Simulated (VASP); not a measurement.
A run of VASP 6.6.1 is set up as follows.

INCAR

```
SYSTEM = HgTe
  PREC = Accurate
  ENCUT = 520
  EDIFF = 1E-6
  ISMEAR = -1
  SIGMA = 0.05
  LREAL = .False.
  LASPH = .True.
  NELM = 100
  ALGO = Normal
  ISIF = 2
  LWAVE = .False.
  LCHARG = .False.
  GGA = PS
  NBANDS = 16
```

The input KPOINTS:

```
Automatic mesh
0
Gamma
  12 12 12
  0 0 0
```

The input POSCAR:

```
HgTe
1.0
    0.0000000000      2.6675937194      2.6675937194
    2.6675937194      0.0000000000      2.6675937194
    2.6675937194      2.6675937194      0.0000000000
Hg Te
1 1
Direct
    0.0000000000      0.0000000000      0.0000000000
    0.2500000000      0.2500000000      0.2500000000
```

Potentials or basis: VASP PAW PBE potentials, release 64 (Hg, Te).

Run with:

```bash
$ cat potpaw_PBE.64/Hg/POTCAR potpaw_PBE.64/Te/POTCAR > POTCAR
$ mpirun -np 1 vasp_std > vasp.out
```

Estimate the pressure.

116.7 GPa.

Caveat: the PAW data sets were made with another functional, which shifts forces and pressure a little.
